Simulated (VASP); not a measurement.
A run of VASP 6.6.1 is set up as follows.

File POSCAR:

```
C
1.0
    3.5700000000      0.0000000000      0.0000000000
    0.0000000000      3.5700000000      0.0000000000
    0.0000000000      0.0000000000      3.5700000000
C
7
Direct
    0.1373300000      0.5687400000      0.7314100000
    0.6395000000      0.0699500000      0.7270600000
    0.6363400000      0.5724900000      0.2290000000
    0.3851400000      0.3214900000      0.4826500000
    0.3887300000      0.8189400000      0.9784300000
    0.8846200000      0.3202000000      0.9805200000
    0.8877700000      0.8217500000      0.4768200000
```

INCAR.step1

```
PREC = Accurate
ENCUT = 520
EDIFF = 1E-5
ISMEAR = 0
SIGMA = 0.01
LREAL = False
LASPH = True
NELM = 120
ALGO = Normal
ISIF = 2
LWAVE = True
LCHARG = False
GGA = PE
NBANDS = 23
GGA_COMPAT = False
```

Contents of INCAR.step2:

```
PREC = Accurate
ENCUT = 520
EDIFF = 1E-6
ISMEAR = 0
SIGMA = 0.01
LREAL = False
LASPH = True
NELM = 120
ALGO = Normal
ISIF = 2
LWAVE = False
LCHARG = False
GGA = PE
LHFCALC = True
HFSCREEN = 0.2079
PRECFOCK = Normal
ISTART = 1
NBANDS = 23
GGA_COMPAT = False
```

The input KPOINTS:

```
regular mesh
0
Gamma
  1 1 1
```

Potentials or basis: VASP PAW PBE potentials, release 64 (C).

Run with:

```bash
$ cat potpaw_PBE.64/C/POTCAR > POTCAR
$ cp INCAR.step1 INCAR
$ mpirun -np 1 vasp_gam > vasp.out
$ cp INCAR.step2 INCAR
$ mpirun -np 1 vasp_gam > vasp.out
```

**Question.** What does it give for the largest force?

**Answer.** 6.725 eV/Å.

**Question.** Predict the pressure.

**Answer.** -0.3 GPa.

Stress tensor (GPa, compression positive):
```
-22.19  -0.84  -1.08
 -0.84 -22.42   4.39
 -1.08   4.39  43.70
```

Caveat: the k points lie up to 1.76 Å⁻¹ apart, too coarse for converged energies, forces and pressures; the PAW data sets were made with another functional, which shifts forces and pressure a little.
